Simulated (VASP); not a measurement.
# SiC (Cmm2) in VASP: notebook

The runs below take SiC through single point, with r2SCAN.

All numbers are computed with VASP 6.6.1; they aren't measurements. Logs are shortened: lines on timing, memory, paths and dates and some standing lists are left out, and cuts for length are marked.

**1. The cell of the first run**

Symmetry: Cmm2, No. 35, orthorhombic system. Conventional cell: a = 6.149 Å, b = 6.149 Å, c = 4.348 Å, α = 90.00°, β = 90.00°, γ = 90.00°. Within 2.4 Å of Si (site symmetry mm2) lie 4 C at 1.77 to 2.01 Å. Within 2.5 Å of Si (site symmetry 2) lie 4 C at 1.88 Å. Within 2.5 Å of Si (site symmetry mm2) lie 4 C at 1.88 Å. C (site symmetry m) has 4 Si at 1.88 to 2.01 Å within 2.5 Å. C (site symmetry m) has 4 Si at 1.77 to 1.88 Å within 2.4 Å.

**2. Single point, r2SCAN (atom 1 (Si) moved +0.210 Å along Cartesian [0 1 0])**

Input file POSCAR:

```
SiC
1.0
    4.3480000000      0.0000000000      0.0000000000
    0.0000000000     -4.3480000000      0.0000000000
    0.0000000000      0.0000000000     -4.3480000000
Si C
4 4
Direct
    0.0000000000      0.4517019319      0.5000000000
    0.5000000000      0.0000000000      0.5000000000
    0.5000000000      0.5000000000      0.0000000000
    0.0000000000      0.0000000000      0.0000000000
    0.7500000000      0.7500000000      0.7500000000
    0.2500000000      0.2500000000      0.7500000000
    0.2500000000      0.7500000000      0.2500000000
    0.7500000000      0.2500000000      0.2500000000
```

Input file INCAR.step1:

```
SYSTEM = SiC
ALGO     = Normal         ! electronic algorithm
EDIFF    = 1E-4           ! SCF threshold, eV
ENCUT    = 520            ! plane-wave cutoff, eV
GGA      = PE             ! functional
ISMEAR   = 0              ! smearing method
LASPH    = .TRUE.         ! aspherical terms in the spheres
LCHARG   = .FALSE.        ! write CHGCAR
LREAL    = .FALSE.        ! projectors in reciprocal space
LWAVE    = .TRUE.         ! write WAVECAR
NBANDS   = 26             ! bands
NELM     = 80             ! most SCF steps
PREC     = Accurate       ! precision mode
SIGMA    = 0.05           ! smearing width, eV
```

Input file INCAR.step2:

```
SYSTEM = SiC
ALGO     = Normal         ! electronic algorithm
EDIFF    = 1E-6           ! SCF threshold, eV
ENCUT    = 520            ! plane-wave cutoff, eV
ISIF     = 2              ! what is computed and relaxed
ISMEAR   = 0              ! smearing method
ISTART   = 1            
LASPH    = .TRUE.         ! aspherical terms in the spheres
LCHARG   = .FALSE.        ! write CHGCAR
LMIXTAU  = .TRUE.       
LREAL    = .FALSE.        ! projectors in reciprocal space
LWAVE    = .FALSE.        ! write WAVECAR
METAGGA  = R2SCAN         ! meta-GGA
NBANDS   = 26             ! bands
NELM     = 80             ! most SCF steps
PREC     = Accurate       ! precision mode
SIGMA    = 0.05           ! smearing width, eV
```

Input file KPOINTS:

```
k-points
0
G
  6 6 6
  0 0 0
```

Potentials or basis: VASP PAW PBE potentials, release 64 (Si, C).

Launch:

```bash
cat potpaw_PBE.64/Si/POTCAR potpaw_PBE.64/C/POTCAR > POTCAR
cp INCAR.step1 INCAR
mpirun -np 1 vasp_std > vasp.out
cp INCAR.step2 INCAR
mpirun -np 1 vasp_std > vasp.out
```

OUTCAR:

```text
SYSTEM = SiC
   EDIFF = 1E-6
   ENCUT = 520
   ISIF = 2
   ISMEAR = 0
   ISTART = 1
   LASPH = .TRUE.
   LREAL = .FALSE.
   METAGGA = R2SCAN
   NELM = 80
   PREC = Accurate

 ion  position               nearest neighbor table
   1  0.000  0.452  0.500-   6 1.77   8 1.77   7 2.01   5 2.01   2 2.93   4 2.93   4 2.93   2 2.93
                             3 3.08   3 3.08   3 3.08   3 3.08
   2  0.500  0.000  0.500-   5 1.88   6 1.88   7 1.88   8 1.88   1 2.93   1 2.93   4 3.07   3 3.07
                             4 3.07   3 3.07   3 3.07   3 3.07   4 3.07   4 3.07
   3  0.500  0.500  0.000-   5 1.88   6 1.88   7 1.88   8 1.88   2 3.07   4 3.07   2 3.07   2 3.07
                             4 3.07   2 3.07   4 3.07   4 3.07   1 3.08   1 3.08   1 3.08   1 3.08
   4  0.000  0.000  0.000-   5 1.88   6 1.88   7 1.88   8 1.88   1 2.93   1 2.93   3 3.07   2 3.07
                             2 3.07   3 3.07   2 3.07   3 3.07   2 3.07   3 3.07
   5  0.750  0.750  0.750-   2 1.88   3 1.88   4 1.88   1 2.01
   6  0.250  0.250  0.750-   1 1.77   2 1.88   3 1.88   4 1.88
   7  0.250  0.750  0.250-   2 1.88   3 1.88   4 1.88   1 2.01
   8  0.750  0.250  0.250-   1 1.77   2 1.88   3 1.88   4 1.88

  LATTYP: Found a simple cubic cell.
 ALAT       =     4.3480000000

  Lattice vectors:

 A1 = (   4.3480000000,   0.0000000000,   0.0000000000)
 A2 = (   0.0000000000,  -4.3480000000,   0.0000000000)
 A3 = (   0.0000000000,   0.0000000000,  -4.3480000000)

Analysis of symmetry for initial positions (statically):
=====================================================================
 Subroutine PRICEL returns:
 Original cell was already a primitive cell.

 Routine SETGRP: Setting up the symmetry group for a
 simple cubic supercell.

 Subroutine GETGRP returns: Found  4 space group operations
 (whereof  2 operations were pure point group operations)
 out of a pool of 48 trial point group operations.

The static configuration has the point symmetry C_2 .
 The point group associated with its full space group is C_2v.

Analysis of symmetry for dynamics (positions and initial velocities):
=====================================================================
 Subroutine PRICEL returns:
 Original cell was already a primitive cell.

 Routine SETGRP: Setting up the symmetry group for a
 simple cubic supercell.

 Subroutine GETGRP returns: Found  4 space group operations
 (whereof  2 operations were pure point group operations)
 out of a pool of 48 trial point group operations.

The dynamic configuration has the point symmetry C_2 .
 The point group associated with its full space group is C_2v.

 Subroutine INISYM returns: Found  4 space group operations
 (whereof  2 operations are pure point group operations),
 and found     1 'primitive' translations

----------------------------------------------------------------------------------------

                                     Primitive cell

  volume of cell :      82.1994

  direct lattice vectors                    reciprocal lattice vectors
     4.348000000  0.000000000  0.000000000     0.229990800  0.000000000  0.000000000
     0.000000000 -4.348000000  0.000000000     0.000000000 -0.229990800  0.000000000
     0.000000000  0.000000000 -4.348000000     0.000000000  0.000000000 -0.229990800

  length of vectors
     4.348000000  4.348000000  4.348000000     0.229990800  0.229990800  0.229990800

  position of ions in fractional coordinates (direct lattice)
     0.000000000  0.451701932  0.500000000
     0.500000000  0.000000000  0.500000000
     0.500000000  0.500000000  0.000000000
     0.000000000  0.000000000  0.000000000
     0.750000000  0.750000000  0.750000000
     0.250000000  0.250000000  0.750000000
     0.250000000  0.750000000  0.250000000
     0.750000000  0.250000000  0.250000000

  ion indices of the primitive-cell ions
   primitive index   ion index
                 1           1
                 2           2
                 3           3
                 4           4
                 5           5
                 6           6
                 7           7
                 8           8

----------------------------------------------------------------------------------------

 KPOINTS: k-points

Automatic generation of k-mesh.
 Grid dimensions read from file:
 generate k-points for:    6    6    6

 Generating k-lattice:

  Cartesian coordinates                     Fractional coordinates (reciprocal lattice)
     0.038331800  0.000000000  0.000000000     0.166666667  0.000000000  0.000000000
     0.000000000 -0.038331800  0.000000000     0.000000000  0.166666667  0.000000000
     0.000000000  0.000000000 -0.038331800     0.000000000  0.000000000  0.166666667

  Length of vectors
     0.038331800  0.038331800  0.038331800

  Shift w.r.t. Gamma in fractional coordinates (k-lattice)
     0.000000000  0.000000000  0.000000000

 Subroutine IBZKPT returns following result:
 ===========================================

 Found     52 irreducible k-points:

 Following reciprocal coordinates:
            Coordinates               Weight
  0.000000  0.000000  0.000000      1.000000
  0.166667  0.000000  0.000000      4.000000
  0.000000  0.166667  0.000000      2.000000
  0.333333  0.000000  0.000000      4.000000
  0.000000  0.333333  0.000000      2.000000
  0.500000  0.000000  0.000000      2.000000
[... 16 lines left out ...]
  0.333333  0.000000  0.500000      4.000000
  0.500000  0.500000  0.000000      2.000000
 [... further k-points ...]
   k-points           NKPTS =     52   k-points in BZ     NKDIM =     52   number of bands    NBANDS=     26
   number of dos      NEDOS =    301   number of ions     NIONS =      8
   total plane-waves  NPLWV =  32768
   dimension x,y,z NGX =    32 NGY =   32 NGZ =   32
   dimension x,y,z NGXF=    64 NGYF=   64 NGZF=   64
   ions per type =               4   4
   NGX,Y,Z   is equivalent  to a cutoff of  12.24, 12.24, 12.24 a.u.
   NGXF,Y,Z  is equivalent  to a cutoff of  24.47, 24.47, 24.47 a.u.
 SYSTEM =  SiC
   PREC   = accura    normal or accurate (medium, high low for compatibility)
   ISTART =      1    job   : 0-new  1-cont  2-samecut
   ICHARG =      0    charge: 1-file 2-atom 10-const
   ISPIN  =      1    spin polarized calculation?
   LNONCOLLINEAR =      F non collinear calculations
   LSORBIT =      F    spin-orbit coupling
   LASPH  =      T    aspherical Exc in radial PAW
   ENCUT  =  520.0 eV  38.22 Ry    6.18 a.u.   8.08  8.08  8.08*2*pi/ulx,y,z
   NELM   =     80;   NELMIN=  2; NELMDL=  0     # of ELM steps
   EDIFF  = 0.1E-05   stopping-criterion for ELM
   LREAL  =      F    real-space projection
   EDIFFG = 0.1E-04   stopping-criterion for IOM
   NSW    =      0    number of steps for IOM
   IBRION =     -1    ionic relax: 0-MD 1-quasi-New 2-CG
   NFREE  =      0    steps in history (QN), initial steepest desc. (CG)
   ISIF   =      2    stress and relaxation
   ISYM   =      2    0-nonsym 1-usesym 2-fastsym
   POTIM  = 0.5000    time-step for ionic-motion
   TEBEG  =    0.0;   TEEND  =   0.0 temperature during run
   PSTRESS=    0.0 pullay stress
   NELECT =      32.0000    total number of electrons
   NUPDOWN=      -1.0000    fix difference up-down
   EMIN   =  10.00;   EMAX   =-10.00  energy-range for DOS
   EFERMI =   0.00;   METHOD = LEGACY
   ISMEAR =     0;   SIGMA  =   0.05  broadening in eV -4-tet -1-fermi 0-gaus
   EFERMI_NEDOS =   21; number of points for ismear=-14 and -15
   IALGO  =     38    algorithm
   IMIX   =      4    mixing-type and parameters
     AMIX     =   0.40;   BMIX     =  1.00
     AMIX_MAG =   1.60;   BMIX_MAG =  1.00
  volume/ion in A,a.u.               =      10.27        69.34
  Fermi-wavevector in a.u.,A,eV,Ry     =   1.195369  2.258920 19.441458  1.428907
  Thomas-Fermi vector in A             =   2.331336
   LORBIT       =      0    0 simple, 1 ext, 2 COOP (PROOUT), +10 PAW based schemes
   METAGGA = R2SCAN    functional components
   LHFCALC =     F    Hartree Fock is set to
   AEXX    =    0.0000 exact exchange contribution
   IVDW    =     0    specifies the selected vdW correction
   LEPSILON=     F    determine dielectric tensor
   LRPA    =     F    only Hartree local field effects (RPA)
 non-spin polarized calculation
 Gauss-broadening in eV      SIGMA  =   0.05
  energy-cutoff  :      520.00
  volume of cell :       82.20
 maximum number of plane-waves:      2272
   NGX = 17   NGY = 17   NGZ = 17

 number of electron      32.0000008 magnetization

 Free energy of the ion-electron system (eV)
  ---------------------------------------------------
  ext. energy  EPLUGINS =         0.00000000
  ---------------------------------------------------
  free energy    TOTEN  =       -76.72841858 eV

  energy without entropy =      -76.72841858  energy(sigma->0) =      -76.72841858

 E-fermi :   8.5964     XC(G=0): -11.9649

 val. band max:        8.3809603597   @ k =   0.0000   0.0000   0.0000
 cond. band min:       9.2068736700   @ k =   0.0000   0.0000   0.0000
 fundamental gap:      0.8259133104
 Fermi energy:         8.5964041270

 k-point     1 :       0.0000    0.0000    0.0000
  band No.  band energies     occupation
      1      -8.2434      2.00000
      2      -3.4959      2.00000
      3      -3.0935      2.00000
      4      -2.6999      2.00000
      5      -0.0972      2.00000
      6      -0.0617      2.00000
[... 18 lines left out ...]
     25      16.0948      0.00000
     26      16.1423      0.00000

 k-point     2 :       0.1667    0.0000    0.0000
  band No.  band energies     occupation
      1      -8.0557      2.00000
      2      -4.0996      2.00000
      3      -3.0422      2.00000
      4      -2.9009      2.00000
      5       0.0672      2.00000
      6       0.1801      2.00000
[... 18 lines left out ...]
     25      16.5351      0.00000
[... 608 lines left out ...]
     25      17.3040      0.00000
     26      17.5485      0.00000

 k-point    24 :       0.5000    0.5000    0.0000
  band No.  band energies     occupation
      1      -5.6291      2.00000
      2      -5.3808      2.00000
      3      -4.7732      2.00000
      4      -4.5362      2.00000
      5       1.3616      2.00000
      6       1.7639      2.00000
[... 18 lines left out ...]
     25      17.6937      0.00000
     26      17.7667      0.00000

 [... further k-points ...]

------------------------ aborting loop because EDIFF is reached ----------------------------------------

  FORCE on cell =-STRESS in cart. coord.  units (eV):
  Direction    XX          YY          ZZ          XY          YZ          ZX
  --------------------------------------------------------------------------------------
  -------------------------------------------------------------------------------------
  Total        1.8661485      0.3805297      1.8661485      0.0000000      0.0000000     -1.7978935
  in kB       36.3737591      7.4170385     36.3737591      0.0000000      0.0000000    -35.0433765
  external PRESSURE =      26.7215189 kB  Pullay stress =       0.0000000 kB

 VOLUME and BASIS-vectors are now :
 -----------------------------------------------------------------------------
  energy-cutoff  :      520.00
  volume of cell :       82.20
      direct lattice vectors                 reciprocal lattice vectors
     4.348000000  0.000000000  0.000000000     0.229990800  0.000000000  0.000000000
     0.000000000 -4.348000000  0.000000000     0.000000000 -0.229990800  0.000000000
     0.000000000  0.000000000 -4.348000000     0.000000000  0.000000000 -0.229990800

 POSITION                                       TOTAL-FORCE (eV/Angst)
 -----------------------------------------------------------------------------------
      0.00000     -1.96400     -2.17400         0.000000     -5.426861      0.000000
      2.17400      0.00000     -2.17400         0.000000      1.198863      0.000000
      2.17400     -2.17400      0.00000         0.000000     -1.002191      0.000000
      0.00000      0.00000      0.00000         0.000000      1.198863      0.000000
      3.26100     -3.26100     -3.26100         0.321602      0.830048      0.321602
      1.08700     -1.08700     -3.26100         0.863329      1.185614     -0.863329
      1.08700     -3.26100     -1.08700        -0.321602      0.830048     -0.321602
      3.26100     -1.08700     -1.08700        -0.863329      1.185614      0.863329
 -----------------------------------------------------------------------------------
    total drift:                               -0.000000     -0.000109      0.000000

  FREE ENERGIE OF THE ION-ELECTRON SYSTEM (eV)
  ---------------------------------------------------
  free  energy   TOTEN  =       -76.7284185821 eV

  energy  without entropy=      -76.7284185821  energy(sigma->0) =      -76.72841858
```

It took 1.9 min on 1 thread of Intel Xeon 6975P-C (Granite Rapids), shared host; peak memory 0.23 GiB.

What came out:

```
Free energy            : -76.7284 eV
Pressure               : 2.7 GPa
Largest force          : 5.427 eV/Å
Band gap on the k mesh : 0.83 eV, direct
```

Forces on the atoms (eV/Å):
```
Si   0.000 -5.427  0.000
Si   0.000  1.199  0.000
Si   0.000 -1.002  0.000
Si   0.000  1.199  0.000
C    0.322  0.830  0.322
C    0.863  1.186 -0.863
C   -0.322  0.830 -0.322
C   -0.863  1.186  0.863
```

Levels at points of the mesh, in eV from the valence-band top:
| k point | band 12 | band 13 | band 14 | band 15 | band 16 | band 17 | band 18 | band 19 | band 20 | band 21 |
| --- | --- | --- | --- | --- | --- | --- | --- | --- | --- | --- |
| (0.00, 0.00, 0.00) | -3.57 | -3.45 | -0.52 | -0.29 | 0.00 | 0.83 | 1.33 | 1.93 | 4.28 | 4.53 |
| (0.50, 0.00, 0.00) | -3.75 | -2.36 | -2.34 | -2.24 | -2.19 | 4.09 | 4.11 | 5.34 | 5.45 | 6.54 |
| (0.00, 0.50, 0.00) | -3.77 | -3.08 | -2.76 | -2.01 | -1.66 | 3.90 | 4.47 | 5.00 | 5.81 | 6.34 |
| (0.50, 0.50, 0.00) | -4.36 | -1.78 | -1.66 | -1.40 | -1.29 | 5.23 | 5.51 | 5.87 | 6.17 | 8.65 |
| (0.50, 0.00, 0.50) | -4.74 | -2.31 | -1.91 | -1.30 | -0.86 | 5.55 | 5.62 | 5.76 | 5.87 | 8.81 |
| (0.50, 0.50, 0.50) | -1.46 | -1.41 | -1.22 | -1.15 | -0.64 | 5.46 | 5.61 | 5.63 | 5.76 | 6.87 |

Caveat: the cell differs from its parent crystal (atom 1 (Si) moved +0.210 Å along Cartesian [0 1 0]); the PAW data sets were made with another functional, which shifts forces and pressure a little.

**3. Single point, r2SCAN (atom 1 (Si) moved +0.150 Å along Cartesian [0 1 0])**

Changes to POSCAR since step 2:

```diff
@@ -8,3 +8,3 @@
 Direct
-    0.0000000000      0.4517019319      0.5000000000
+    0.0000000000      0.4655013799      0.5000000000
     0.5000000000      0.0000000000      0.5000000000
```

Input file INCAR.step1:

```
SYSTEM = SiC
PREC = Accurate
ENCUT = 520
ISMEAR = 0
SIGMA = 0.05
LREAL = .FALSE.
LASPH = .TRUE.
NELM = 100
NBANDS = 26
GGA = PE
ALGO = Normal
EDIFF = 1E-4
LWAVE = .TRUE.
LCHARG = .FALSE.
```

Input file INCAR.step2:

```
SYSTEM = SiC
PREC = Accurate
ENCUT = 520
EDIFF = 1E-6
ISMEAR = 0
SIGMA = 0.05
LREAL = .FALSE.
LASPH = .TRUE.
NELM = 100
ALGO = Normal
ISIF = 2
LWAVE = .FALSE.
LCHARG = .TRUE.
METAGGA = R2SCAN
LMIXTAU = .TRUE.
LELF = .TRUE.
LVHAR = .TRUE.
NBANDS = 26
ISTART = 1
```

Input file KPOINTS:

```
Automatic mesh
0
G
  6 6 6
  0 0 0
```

Potentials or basis: VASP PAW PBE potentials, release 64 (Si, C).

Launch:

```bash
cat potpaw_PBE.64/Si/POTCAR potpaw_PBE.64/C/POTCAR > POTCAR
cp INCAR.step1 INCAR
mpirun -np 1 vasp_std > vasp.out
cp INCAR.step2 INCAR
mpirun -np 1 vasp_std > vasp.out
```

Wall time 96 s (1 thread of Intel Xeon 6975P-C (Granite Rapids), shared host); peak memory 0.23 GiB.

It converged, with:

```yaml
Free_energy: -77.0095 eV
Pressure: 1.9 GPa
Largest_force: 3.934 eV/Å
Band_gap_on_the_k_mesh: 1.09 eV, direct
```

Forces in eV/Å, atoms in the order of the input:
```
Si   0.000 -3.934  0.000
Si   0.000  0.862  0.000
Si   0.000 -0.724  0.000
Si   0.000  0.862  0.000
C    0.275  0.640  0.275
C    0.554  0.827 -0.554
C   -0.275  0.640 -0.275
C   -0.554  0.827  0.554
```

Stress tensor (GPa, compression positive):
```
 2.41  0.00 -2.41
 0.00  0.94  0.00
-2.41  0.00  2.41
```

Levels at points of the mesh, in eV from the valence-band top:
```csv
k point,band 12,band 13,band 14,band 15,band 16,band 17,band 18,band 19,band 20,band 21
"(0.00, 0.00, 0.00)",-3.52,-3.41,-0.37,-0.21,0.00,1.09,1.47,1.89,4.50,4.63
"(0.50, 0.00, 0.00)",-3.68,-2.25,-2.24,-2.19,-2.16,4.26,4.27,5.48,5.54,6.68
"(0.00, 0.50, 0.00)",-3.70,-2.77,-2.53,-2.00,-1.75,4.11,4.52,5.22,5.81,6.52
"(0.50, 0.50, 0.00)",-4.39,-1.62,-1.53,-1.36,-1.27,5.49,5.70,5.96,6.18,8.95
"(0.50, 0.00, 0.50)",-4.67,-1.99,-1.70,-1.27,-0.95,5.73,5.78,5.88,5.96,9.06
"(0.50, 0.50, 0.50)",-1.35,-1.31,-1.19,-1.12,-0.75,5.68,5.76,5.79,5.87,7.13
```

Caveat: the cell differs from its parent crystal (atom 1 (Si) moved +0.150 Å along Cartesian [0 1 0]); the PAW data sets were made with another functional, which shifts forces and pressure a little.
